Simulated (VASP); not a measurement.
Sr, 1 atom in the cell. It takes space group Im-3m (No. 229, cubic). Conventional cell: a = 4.870 Å, b = 4.870 Å, c = 4.870 Å, α = 90.00°, β = 90.00°, γ = 90.00°. Within 5.5 Å of Sr (site symmetry m-3m) lie 14 Sr at 4.22 to 4.87 Å. This isn't the form of Sr at room conditions, which is fcc.

* Program: VASP 6.6.1
* Task: single point
* Functional: r2SCAN
* Potentials or basis: VASP PAW PBE potentials, release 64 (Sr_sv)
* Cutoff: 520 eV
* k mesh: 10 × 10 × 10
* Occupations: fermi-dirac, width 0.3 eV
* Spin: no spin polarisation
* Dipole correction: no
* Further INCAR settings: ALGO = Normal; EDIFF = 1e-06; NBANDS = 11

Potentials or basis: VASP PAW PBE potentials, release 64 (Sr_sv).

Run with:

```sh
$ cat potpaw_PBE.64/Sr_sv/POTCAR > POTCAR
$ cp INCAR.step1 INCAR
$ mpirun -np 1 vasp_std > vasp.out
$ cp INCAR.step2 INCAR
$ mpirun -np 1 vasp_std > vasp.out
```

Hardware: 1 thread of Intel(R) Xeon(R) 6975P-C (Granite Rapids), on a shared host.

**Question.** Estimate the wall time of this run.

**Answer.** Wall time 30 s on 1 thread of Intel(R) Xeon(R) 6975P-C (Granite Rapids), on a shared host, peak memory 0.19 GiB. Counts: k points 47.
